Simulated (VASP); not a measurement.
Input of a VASP 6.6.1 run:

INCAR

```
ALGO = Normal
EDIFF = 1E-8
ENCUT = 520
GGA = PS
IBRION = 8
ISIF = 2
ISMEAR = 0
LASPH = True
LCHARG = False
LREAL = False
LWAVE = False
NBANDS = 11
NELM = 100
NSW = 1
PREC = Accurate
SIGMA = 0.01
```

The input KPOINTS:

```
k-points
0
Gamma
  8 8 8
```

Contents of POSCAR:

```
Si
1.0
    2.6073048185      2.6073048185      0.0000000000
   -2.6073048185      2.6073048185      0.0000000000
    0.0000000000      2.6073048185      2.6073048185
Si
2
Direct
    0.2500000000      0.7500000000      0.5000000000
    0.0000000000      0.0000000000      0.0000000000
```

Potentials or basis: VASP PAW PBE potentials, release 64 (Si).

Launch:

```sh
$ cat potpaw_PBE.64/Si/POTCAR > POTCAR
$ mpirun -np 1 vasp_std > vasp.out
```

Problem. Predict the highest phonon frequency at Γ.

Solution. 576 cm⁻¹.

Phonon frequencies in cm⁻¹ (negative: imaginary):
```csv
q point,frequencies
"(0.000, 0.000, 0.000)",0 0 0 576 576 576
```

Caveat: the cell stands under pressure or tension, which shifts response properties.
